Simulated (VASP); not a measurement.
Write the native input for VASP 6.6.1 that does the following.

- Task: single point
- Functional: PBEsol
- Potentials or basis: VASP PAW PBE potentials, release 64 (Ag, Br)
- Cutoff: 500 eV
- k mesh: 6 × 6 × 6
- Occupations: fermi-dirac, width 0.01 eV
- Spin: non-collinear spin, zero start, spin-orbit coupling
- Starting moments: [[0.0, 0.0, 0.0], [0.0, 0.0, 0.0]] μB
- Dipole correction: no
- Further INCAR settings: ALGO = Normal; EDIFF = 1e-06; NBANDS = 30

The structure of AgBr lies in POSCAR:

```
AgBr
1.0
    0.0000000000      2.8376895004      2.8518779479
    2.8376895004      0.0000000000      2.8518779479
    2.8376895004      2.8376895004      0.0000000000
Ag Br
1 1
Direct
    0.0000000000      0.0000000000      0.0000000000
    0.5000000000      0.5000000000      0.5000000000
```

This cell differs from its parent crystal: z stretched by +0.5 %, x and y held.

These files were run (other wordings do the same):

INCAR

```
PREC = Accurate
ENCUT = 500
EDIFF = 1E-6
ISMEAR = -1
SIGMA = 0.01
LREAL = False
LASPH = True
NELM = 200
ALGO = Normal
ISIF = 2
LWAVE = False
LCHARG = False
MAGMOM = 0 0 0 0 0 0
LORBIT = 11
LSORBIT = True
GGA_COMPAT = False
LORBMOM = True
LMAXMIX = 4
GGA = PS
NBANDS = 30
```

KPOINTS

```
regular mesh
0
Gamma
  6 6 6
```

Potentials or basis: VASP PAW PBE potentials, release 64 (Ag, Br).

Launch:

```bash
$ cat potpaw_PBE.64/Ag/POTCAR potpaw_PBE.64/Br/POTCAR > POTCAR
$ mpirun -np 1 vasp_ncl > vasp.out
```

Results of the run:

| Quantity | Value |
| --- | --- |
| Pressure | -0.3 GPa |
| Net moment | 0.00 μB per cell |
| Valence electrons inside the program's atomic spheres | Ag 9.74; Br 4.81 |

Caveat: the cell differs from its parent crystal (z stretched by +0.5 %, x and y held); the PAW data sets were made with another functional, which shifts forces and pressure a little.

Run time: 49 s on 1 thread of AMD EPYC 9R45 96-Core Processor (Zen 5), with other jobs on the host, peak memory 0.27 GiB.
